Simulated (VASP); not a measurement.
AgCl: single point with LDA

Crystal: AgCl.

```
Ag Cl
1.0
     3.43397    0.00000    0.00000
     0.00000    3.46831    0.00000
     0.00000    0.00000    3.43397
Ag Cl
1 1
Direct
  0.00000 0.00000 0.00000
  0.50000 0.50000 0.50000
```

This cell differs from its parent crystal: strain +0.0100 x Voigt [0, 1, 0, 0, 0, 0].

* Program: VASP 6.6.1
* Task: single point
* Functional: LDA
* Potentials or basis: VASP PAW LDA potentials, release 64 (Ag, Cl)
* Cutoff: 520 eV
* k mesh: 10 × 10 × 10
* Occupations: gaussian, width 0.03 eV
* Spin: no spin polarisation
* Dipole correction: no
* Further INCAR settings: ALGO = Normal; EDIFF = 1e-07; NBANDS = 16

```yaml
Pressure: -7.9 GPa
Band_gap_on_the_k_mesh: 0.29 eV, indirect (least direct gap 1.75 eV)
```

Stress tensor (GPa, compression positive):
```
-7.79  0.00  0.00
 0.00 -8.22  0.00
 0.00  0.00 -7.79
```

Levels at points of the mesh, in eV from the valence-band top:
```
           k point  band 7  band 8  band 9  band 10  band 11  band 12
(0.00, 0.00, 0.00)   -1.55   -1.46   -1.46     0.29     9.26     9.32
(0.50, 0.00, 0.00)   -1.46   -0.02    0.00     4.60     5.27     9.27
(0.00, 0.50, 0.00)   -1.50    0.00    0.00     4.66     5.23     9.28
(0.50, 0.50, 0.00)   -2.12   -1.55   -0.83     2.52     8.59     8.69
(0.50, 0.00, 0.50)   -2.15   -1.53   -0.90     2.61     8.59     8.59
(0.50, 0.50, 0.50)   -0.21   -0.21   -0.19     4.54     4.54     4.57
```

Run time: 97 s on 1 thread of Intel Xeon 8259CL (shared host), peak memory 0.2 GiB.

Caveat: the cell differs from its parent crystal (strain +0.0100 x Voigt [0, 1, 0, 0, 0, 0]). A k mesh can miss the band edges.
